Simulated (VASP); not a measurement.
# TaGe4 (I4/m) in VASP: further runs

Runs on TaGe4. Level: PBE. Tasks: single point, relaxation of cell and atoms.

Everything below comes from runs of VASP 6.6.1. Logs are shortened: lines on timing, memory, paths and dates and some standing lists are left out, and cuts for length are marked.

### 1 The cell of the first run

Symmetry: I4/m, No. 87, tetragonal system. The conventional cell has a = 6.794 Å, b = 6.794 Å, c = 3.751 Å, α = 90.00°, β = 90.00°, γ = 90.00°. Ta (site symmetry 4/m) has 12 Ge at 2.90 to 2.91 Å and 2 Ta at 3.75 Å within 3.8 Å. Ge (site symmetry m) has 9 Ge at 2.69 to 3.15 Å and 3 Ta at 2.90 to 2.91 Å within 3.5 Å.

### 2 Single point, PBE

File INCAR:

```
PREC = Accurate ; ENCUT = 520
EDIFF = 1E-6 ; ISMEAR = 0
SIGMA = 0.1 ; LREAL = F
LASPH = T ; NELM = 60
ALGO = Normal ; ISIF = 2
LWAVE = F ; LCHARG = T
GGA = PE ; LELF = T
LVHAR = T ; NBANDS = 42
```

File KPOINTS:

```
Automatic mesh
0
Gamma
  6 6 6
```

File POSCAR:

```
TaGe4
1.0
   -3.3968460564      3.3968460564      1.8755253235
    3.3968460564     -3.3968460564      1.8755253235
    3.3968460564      3.3968460564     -1.8755253235
Ta Ge
1 4
Direct
    0.5000000000      0.5000000000      0.0000000000
    0.6946851585      0.8803547171      0.5750398756
    0.8803547171      0.3053148415      0.1856695587
    0.1196452829      0.6946851585      0.8143304413
    0.3053148415      0.1196452829      0.4249601244
```

Potentials or basis: VASP PAW PBE potentials, release 64 (Ta_pv, Ge_d).

Command:

```console
cat potpaw_PBE.64/Ta_pv/POTCAR potpaw_PBE.64/Ge_d/POTCAR > POTCAR
mpirun -np 1 vasp_std > vasp.out
```

OUTCAR:

```text
PREC = Accurate
   ENCUT = 520
   EDIFF = 1E-6
   ISMEAR = 0
   LREAL = F
   LASPH = T
   NELM = 60
   ISIF = 2
   GGA = PE

 ion  position               nearest neighbor table
   1  0.500  0.500  0.000-   2 2.90   5 2.90   4 2.90   3 2.90   5 2.91   2 2.91   2 2.91   5 2.91
                             4 2.91   3 2.91   3 2.91   4 2.91
   2  0.695  0.880  0.575-   5 2.69   5 2.69   3 2.89   4 2.89   3 2.89   4 2.89   1 2.90   1 2.91
                             1 2.91
   3  0.880  0.305  0.186-   4 2.69   4 2.69   2 2.89   5 2.89   2 2.89   5 2.89   1 2.90   1 2.91
                             1 2.91
   4  0.120  0.695  0.814-   3 2.69   3 2.69   5 2.89   2 2.89   5 2.89   2 2.89   1 2.90   1 2.91
                             1 2.91
   5  0.305  0.120  0.425-   2 2.69   2 2.69   4 2.89   3 2.89   4 2.89   3 2.89   1 2.90   1 2.91
                             1 2.91

  LATTYP: Found a body centered tetragonal cell.
 ALAT       =     6.7936921128
 C/A-ratio  =     0.5521372745

  Lattice vectors:

 A1 = (  -3.3968460564,   3.3968460564,   1.8755253235)
 A2 = (   3.3968460564,  -3.3968460564,   1.8755253235)
 A3 = (   3.3968460564,   3.3968460564,  -1.8755253235)

Analysis of symmetry for initial positions (statically):
=====================================================================
 Subroutine PRICEL returns:
 Original cell was already a primitive cell.

 Routine SETGRP: Setting up the symmetry group for a
 body centered tetragonal supercell.

 Subroutine GETGRP returns: Found  8 space group operations
 (whereof  8 operations were pure point group operations)
 out of a pool of 16 trial point group operations.

The static configuration has the point symmetry C_4h.

Analysis of symmetry for dynamics (positions and initial velocities):
=====================================================================
 Subroutine PRICEL returns:
 Original cell was already a primitive cell.

 Routine SETGRP: Setting up the symmetry group for a
 body centered tetragonal supercell.

 Subroutine GETGRP returns: Found  8 space group operations
 (whereof  8 operations were pure point group operations)
 out of a pool of 16 trial point group operations.

The dynamic configuration has the point symmetry C_4h.

 Subroutine INISYM returns: Found  8 space group operations
 (whereof  8 operations are pure point group operations),
 and found     1 'primitive' translations

----------------------------------------------------------------------------------------
[... 96 lines left out ...]
   LASPH  =      T    aspherical Exc in radial PAW
   ENCUT  =  520.0 eV  38.22 Ry    6.18 a.u.   9.59  9.59  9.59*2*pi/ulx,y,z
   NELM   =     60;   NELMIN=  2; NELMDL= -5     # of ELM steps
   EDIFF  = 0.1E-05   stopping-criterion for ELM
   LREAL  =      F    real-space projection
   EDIFFG = 0.1E-04   stopping-criterion for IOM
   NSW    =      0    number of steps for IOM
   IBRION =     -1    ionic relax: 0-MD 1-quasi-New 2-CG
   NFREE  =      0    steps in history (QN), initial steepest desc. (CG)
   ISIF   =      2    stress and relaxation
   ISYM   =      2    0-nonsym 1-usesym 2-fastsym
   POTIM  = 0.5000    time-step for ionic-motion
   TEBEG  =    0.0;   TEEND  =   0.0 temperature during run
   PSTRESS=    0.0 pullay stress
   NELECT =      67.0000    total number of electrons
   NUPDOWN=      -1.0000    fix difference up-down
   EMIN   =  10.00;   EMAX   =-10.00  energy-range for DOS
   EFERMI =   0.00;   METHOD = LEGACY
   ISMEAR =     0;   SIGMA  =   0.10  broadening in eV -4-tet -1-fermi 0-gaus
   EFERMI_NEDOS =   21; number of points for ismear=-14 and -15
   IALGO  =     38    algorithm
   IMIX   =      4    mixing-type and parameters
     AMIX     =   0.40;   BMIX     =  1.00
     AMIX_MAG =   1.60;   BMIX_MAG =  1.00
  volume/ion in A,a.u.               =      17.31       116.83
  Fermi-wavevector in a.u.,A,eV,Ry     =   1.503101  2.840449 30.739821  2.259313
  Thomas-Fermi vector in A             =   2.614255
   LORBIT       =      0    0 simple, 1 ext, 2 COOP (PROOUT), +10 PAW based schemes
   GGA     = PE    functional components
   LHFCALC =     F    Hartree Fock is set to
   AEXX    =    0.0000 exact exchange contribution
   IVDW    =     0    specifies the selected vdW correction
   LEPSILON=     F    determine dielectric tensor
   LRPA    =     F    only Hartree local field effects (RPA)
 non-spin polarized calculation
 Gauss-broadening in eV      SIGMA  =   0.10
  energy-cutoff  :      520.00
  volume of cell :       86.56
 maximum number of plane-waves:      2351
 NGX is ok and might be reduce to    40
   NGX = 19   NGY = 19   NGZ = 19

 number of electron      66.9999995 magnetization

 Free energy of the ion-electron system (eV)
  ---------------------------------------------------
  ext. energy  EPLUGINS =         0.00000000
  ---------------------------------------------------
  free energy    TOTEN  =       -28.89810659 eV

  energy without entropy =      -28.88278130  energy(sigma->0) =      -28.89044394

 E-fermi :   7.6787     XC(G=0): -11.9676

 val. band max:        7.6308761867   @ k =   0.5000   0.3333  -0.0000
 cond. band min:       7.6885452453   @ k =  -0.3333   0.5000  -0.0000
 fundamental gap:      0.0576690586
 Fermi energy:         7.6787250800

 k-point     1 :       0.0000    0.0000    0.0000
  band No.  band energies     occupation
      1     -27.4305      2.00000
      2     -27.4142      2.00000
      3     -27.4142      2.00000
      4     -17.2101      2.00000
      5     -17.2101      2.00000
      6     -17.1693      2.00000
[... 1069 lines left out ...]
     41      12.6182      0.00000
     42      12.9582      0.00000

 [... further k-points ...]
[... 5 lines left out ...]
  --------------------------------------------------------------------------------------
  -------------------------------------------------------------------------------------
  Total       -0.1427326     -0.1427326      0.0627045      0.0000004     -0.0000000      0.0000000
  in kB       -2.6417954     -2.6417954      1.1605790      0.0000075     -0.0000000      0.0000000
  external PRESSURE =      -1.3743373 kB  Pullay stress =       0.0000000 kB

 VOLUME and BASIS-vectors are now :
 -----------------------------------------------------------------------------
  energy-cutoff  :      520.00
  volume of cell :       86.56
      direct lattice vectors                 reciprocal lattice vectors
    -3.396846056  3.396846056  1.875525324     0.000000000  0.147195366  0.266591975
     3.396846056 -3.396846056  1.875525324     0.147195366  0.000000000  0.266591975
     3.396846056  3.396846056 -1.875525324     0.147195366  0.147195366  0.000000000

 POSITION                                       TOTAL-FORCE (eV/Angst)
 -----------------------------------------------------------------------------------
      0.00000      0.00000      1.87553         0.000000     -0.000000      0.000000
      2.58401      1.32263      1.87553         0.002222      0.019385      0.000000
     -1.32263      2.58401      1.87553        -0.019385      0.002222     -0.000000
      4.71948      0.81283      0.00000         0.019385     -0.002222      0.000000
      0.81283      2.07422     -0.00000        -0.002222     -0.019385      0.000000
 -----------------------------------------------------------------------------------
    total drift:                               -0.000000     -0.000000      0.000000

  FREE ENERGIE OF THE ION-ELECTRON SYSTEM (eV)
  ---------------------------------------------------
  free  energy   TOTEN  =       -28.8981065865 eV

  energy  without entropy=      -28.8827812957  energy(sigma->0) =      -28.89044394
```

OSZICAR:

```text
N       E                     dE             d eps       ncg     rms          rms(c)
DAV:   1     0.661347154187E+03    0.66135E+03   -0.31782E+04  3728   0.438E+03
DAV:   2     0.856181702480E+02   -0.57573E+03   -0.55791E+03  3024   0.881E+02
DAV:   3    -0.231882781178E+02   -0.10881E+03   -0.10651E+03  3310   0.225E+02
DAV:   4    -0.298404263864E+02   -0.66521E+01   -0.65406E+01  3648   0.597E+01
DAV:   5    -0.300002064151E+02   -0.15978E+00   -0.15926E+00  3504   0.104E+01    0.119E+01
DAV:   6    -0.291139538536E+02    0.88625E+00   -0.53315E+00  3712   0.738E+00    0.472E+00
DAV:   7    -0.289379574869E+02    0.17600E+00   -0.10909E+00  3528   0.544E+00    0.330E+00
DAV:   8    -0.288989508530E+02    0.39007E-01   -0.16516E-01  3400   0.248E+00    0.373E-01
DAV:   9    -0.288981674494E+02    0.78340E-03   -0.20451E-02  3866   0.145E+00    0.151E-01
DAV:  10    -0.288980962868E+02    0.71163E-04   -0.16593E-03  3524   0.252E-01    0.660E-02
DAV:  11    -0.288980996073E+02   -0.33205E-05   -0.19164E-04  3556   0.111E-01    0.288E-02
DAV:  12    -0.288981077228E+02   -0.81156E-05   -0.26505E-05  3646   0.344E-02    0.606E-03
DAV:  13    -0.288981066869E+02    0.10359E-05   -0.24268E-06  2308   0.145E-02    0.296E-03
DAV:  14    -0.288981065865E+02    0.10045E-06   -0.53286E-07  1810   0.492E-03
   1 F= -.28898107E+02 E0= -.28890444E+02  d E =-.153253E-01
```

Wall time 1.7 min (1 thread of AMD EPYC 9R45 (Zen 5), shared host); peak memory 0.26 GiB.

Results:

```yaml
Free_energy: -28.8981 eV
Pressure: -0.1 GPa
Largest_force: 0.020 eV/Å
```

Forces on the atoms (eV/Å):
```
Ta   0.000  0.000  0.000
Ge   0.002  0.019  0.000
Ge  -0.019  0.002  0.000
Ge   0.019 -0.002  0.000
Ge  -0.002 -0.019  0.000
```

Stress tensor (GPa, compression positive):
```
-0.26  0.00  0.00
 0.00 -0.26  0.00
 0.00  0.00  0.12
```

Caveat: spin-orbit coupling is left out, which moves the levels of the heavy elements.

### 3 Single point, PBE

This run uses another cell than the first one, of 19.44 Å³/atom, 1.123 times its volume.

File INCAR:

```
PREC     = Accurate       # precision mode
ENCUT    = 520            # plane-wave cutoff, eV
EDIFF    = 1E-7           # SCF threshold, eV
ISMEAR   = 0              # smearing method
SIGMA    = 0.1            # smearing width, eV
LREAL    = F              # projectors in reciprocal space
LASPH    = T              # aspherical terms in the spheres
NELM     = 60             # most SCF steps
ALGO     = Normal         # electronic algorithm
ISIF     = 2              # what is computed and relaxed
LWAVE    = F              # write WAVECAR
LCHARG   = T              # write CHGCAR
GGA      = PE             # functional
LELF     = T              # ELF
LVHAR    = T            
NBANDS   = 42             # bands
```

KPOINTS is that of step 2.

File POSCAR:

```
TaGe4
1.0
   -3.7874405000      3.7874405000      1.6937948800
    3.7874405000     -3.7874405000      1.6937948800
    3.7874405000      3.7874405000     -1.6937948800
Ta Ge
1 4
Direct
    0.5000000000      0.5000000000      0.0000000000
    0.7000000000      0.9000000000      0.6000000000
    0.9000000000      0.3000000000      0.2000000000
    0.1000000000      0.7000000000      0.8000000000
    0.3000000000      0.1000000000      0.4000000000
```

Potentials or basis: VASP PAW PBE potentials, release 64 (Ta_pv, Ge_d).

Command:

```console
cat potpaw_PBE.64/Ta_pv/POTCAR potpaw_PBE.64/Ge_d/POTCAR > POTCAR
mpirun -np 1 vasp_std > vasp.out
```

OUTCAR:

```text
PREC = Accurate
   ENCUT = 520
   EDIFF = 1E-7
   ISMEAR = 0
   LREAL = F
   LASPH = T
   NELM = 60
   ISIF = 2
   GGA = PE

 ion  position               nearest neighbor table
   1  0.500  0.500  0.000-   5 2.93   2 2.93   5 2.93   2 2.93   4 2.93   3 2.93   3 2.93   4 2.93

   2  0.700  0.900  0.600-   1 2.93   1 2.93
   3  0.900  0.300  0.200-   1 2.93   1 2.93
   4  0.100  0.700  0.800-   1 2.93   1 2.93
[... 1285 lines left out ...]
  Direction    XX          YY          ZZ          XY          YZ          ZX
  --------------------------------------------------------------------------------------
  -------------------------------------------------------------------------------------
  Total       -5.5670558     -5.5670558     -3.6001504      0.0000003      0.0000000      0.0000000
  in kB      -91.7748566    -91.7748566    -59.3497354      0.0000048      0.0000000      0.0000000
  external PRESSURE =     -80.9664828 kB  Pullay stress =       0.0000000 kB

 VOLUME and BASIS-vectors are now :
 -----------------------------------------------------------------------------
  energy-cutoff  :      520.00
  volume of cell :       97.19
      direct lattice vectors                 reciprocal lattice vectors
    -3.787440500  3.787440500  1.693794880     0.000000000  0.132015275  0.295195130
     3.787440500 -3.787440500  1.693794880     0.132015275  0.000000000  0.295195130
     3.787440500  3.787440500 -1.693794880     0.132015275  0.132015275  0.000000000

 POSITION                                       TOTAL-FORCE (eV/Angst)
 -----------------------------------------------------------------------------------
      0.00000      0.00000      1.69379         0.000000      0.000000     -0.000000
      3.02995      1.51498      1.69379        -0.245743      0.457859      0.000000
     -1.51498      3.02995      1.69379        -0.457859     -0.245743     -0.000000
      5.30242      0.75749      0.00000         0.457859      0.245743      0.000000
      0.75749      2.27246      0.00000         0.245743     -0.457859     -0.000000
 -----------------------------------------------------------------------------------
    total drift:                                0.000000     -0.000000      0.000000

  FREE ENERGIE OF THE ION-ELECTRON SYSTEM (eV)
  ---------------------------------------------------
  free  energy   TOTEN  =       -28.1994113601 eV

  energy  without entropy=      -28.1765317125  energy(sigma->0) =      -28.18797154
```

OSZICAR:

```text
N       E                     dE             d eps       ncg     rms          rms(c)
DAV:   1     0.668299279525E+03    0.66830E+03   -0.32181E+04  3680   0.423E+03
DAV:   2     0.872534278533E+02   -0.58105E+03   -0.56422E+03  3024   0.893E+02
DAV:   3    -0.224028238662E+02   -0.10966E+03   -0.10712E+03  3326   0.224E+02
DAV:   4    -0.292817308463E+02   -0.68789E+01   -0.67547E+01  3596   0.586E+01
DAV:   5    -0.294607352547E+02   -0.17900E+00   -0.17830E+00  3446   0.108E+01    0.974E+00
DAV:   6    -0.286236699289E+02    0.83707E+00   -0.74774E+00  3598   0.776E+00    0.415E+00
DAV:   7    -0.282571579516E+02    0.36651E+00   -0.23850E+00  3592   0.578E+00    0.285E+00
DAV:   8    -0.282001611349E+02    0.56997E-01   -0.30721E-01  3298   0.282E+00    0.374E-01
DAV:   9    -0.281995436069E+02    0.61753E-03   -0.21776E-02  3714   0.124E+00    0.185E-01
DAV:  10    -0.281994153046E+02    0.12830E-03   -0.20012E-03  3382   0.328E-01    0.678E-02
DAV:  11    -0.281994104169E+02    0.48877E-05   -0.55493E-04  3764   0.164E-01    0.429E-02
DAV:  12    -0.281994121002E+02   -0.16832E-05   -0.81212E-05  3456   0.454E-02    0.775E-03
DAV:  13    -0.281994115472E+02    0.55300E-06   -0.69209E-06  3358   0.141E-02    0.246E-03
DAV:  14    -0.281994114047E+02    0.14242E-06   -0.69627E-07  3000   0.461E-03    0.831E-04
DAV:  15    -0.281994113601E+02    0.44607E-07   -0.96736E-08  1940   0.226E-03
   1 F= -.28199411E+02 E0= -.28187972E+02  d E =-.228796E-01
```

It took 2 min on 1 thread of AMD EPYC 9R45 (Zen 5), shared host; peak memory 0.29 GiB.

Results:

- Free energy: -28.1994 eV
- Pressure: -8.1 GPa
- Largest force: 0.520 eV/Å

Forces on the atoms (eV/Å):
```
Ta   0.000  0.000  0.000
Ge  -0.246  0.458  0.000
Ge  -0.458 -0.246  0.000
Ge   0.458  0.246  0.000
Ge   0.246 -0.458  0.000
```

Caveat: spin-orbit coupling is left out, which moves the levels of the heavy elements.

### 4 Relaxation of cell and atoms, PBE

This run uses another cell than the first one, of 19.44 Å³/atom, 1.123 times its volume.

File INCAR:

```
ALGO = Normal
EDIFF = 1E-6
EDIFFG = -0.04
ENCUT = 600
GGA = PE
IBRION = 2
ISIF = 3
ISMEAR = 0
LASPH = True
LCHARG = False
LREAL = False
LWAVE = False
NELM = 60
NSW = 90
PREC = Accurate
SIGMA = 0.1
```

File KPOINTS:

```
k-points
0
Gamma
  6 6 6
```

POSCAR is that of step 3.

Command:

```console
cat potpaw_PBE.64/Ta_pv/POTCAR potpaw_PBE.64/Ge_d/POTCAR > POTCAR
mpirun -np 1 vasp_std > vasp.out
```

Run time: 24 min. Hardware: 1 thread of AMD EPYC 9R45 (Zen 5), shared host; peak memory 0.4 GiB.

It converged, with:

* Free energy: -28.9014 eV
* Relaxed volume: 17.24 Å³/atom
* Relaxed cell: a = 5.144 Å, b = 5.144 Å, c = 5.144 Å, α = 97.67°, β = 97.67°, γ = 137.13°
* Space group after relaxing (to 0.05 Å): I4/m (No. 87)
* Energy gained by relaxing: 140.3 meV/atom
* Ionic steps: 14
* Pressure after relaxing: 0.2 GPa
* Largest force after relaxing: 0.003 eV/Å

Forces on the atoms (eV/Å):
```
Ta   0.000  0.000  0.000
Ge   0.000 -0.003  0.000
Ge   0.003  0.000  0.000
Ge  -0.003  0.000  0.000
Ge   0.000  0.003  0.000
```

Step by step:
```
step  energy change (eV)  largest force (eV/Å)  pressure (GPa)  volume (Å³)
   1              0.0000                0.5190           -8.11        97.19
   2             -0.2547                0.3577            5.55        83.99
   3             -0.3034                0.3609            0.90        87.41
   4             -0.3882                0.3159            1.11        87.09
   5             -0.5862                0.3304            2.21        85.81
   6             -0.1642                1.1525           11.06        81.96
   7             -0.5981                0.4821            3.31        85.10
   8             -0.6342                0.3674           -0.45        88.07
   9             -0.6342                0.3711           -0.40        87.98
  10             -0.6544                0.3101           -0.38        87.70
  11             -0.6911                0.1079            0.09        86.87
  12             -0.6946                0.0417           -0.02        86.54
  13             -0.6986                0.0303           -0.06        86.44
  14             -0.7015                0.0031            0.23        86.21
```

Final structure:
```
Ta Ge
1.0
    -3.38598    3.38598    1.87978
     3.38598   -3.38598    1.87978
     3.38598    3.38598   -1.87978
Ta Ge
1 4
Cartesian
  0.0000 0.0000 1.8798
  2.5771 1.3200 1.8798
  -1.3200 2.5771 1.8798
  4.7059 0.8089 0.0000
  0.8089 2.0660 0.0000
```

Levels at points of the mesh, in eV from the Fermi level:
```
           k point  band 29  band 30  band 31  band 32  band 33  band 34  band 35  band 36  band 37  band 38
(0.00, 0.00, 0.00)    -2.72    -2.31    -2.31    -2.02    -0.72    -0.72     0.12     0.20     2.65     3.13
(0.50, 0.00, 0.00)    -5.40    -3.75    -2.63    -2.11    -0.44    -0.19     0.61     1.11     1.80     2.58
(0.50, 0.50, 0.00)    -4.19    -3.05    -2.01    -0.87    -0.55    -0.18     1.10     1.42     2.49     2.71
(0.50, 0.50, 0.50)    -3.02    -1.28    -0.47    -0.47     0.16     0.17     1.04     1.04     1.82     2.66
```

Caveat: spin-orbit coupling is left out, which moves the levels of the heavy elements.

### 5 The runs side by side

```csv
task,cell,cutoff (eV),gap on the mesh (eV),pressure (GPa),largest force (eV/Å)
single point,"a = 5.157 Å, angles 97.6, 97.6, 137.3°, 5 atoms",520,none,-0.1,0.02
single point,"a = 5.618 Å, angles 95.2, 95.2, 144.9°, 5 atoms",520,none,-8.1,0.52
relaxation of cell and atoms,"relaxed from a = 5.618 Å, angles 95.2, 95.2, 144.9°, 5 atoms",600,none,0.2,-
```

Alike in all rows: level PBE; potentials or basis VASP PAW PBE potentials, release 64 (Ta_pv, Ge_d); no spin polarisation; k mesh 6 × 6 × 6; smearing gaussian 0.1 eV.

Caveats: spin-orbit coupling is left out, which moves the levels of the heavy elements.

Absolute energies hang on the potentials; compare differences alone.
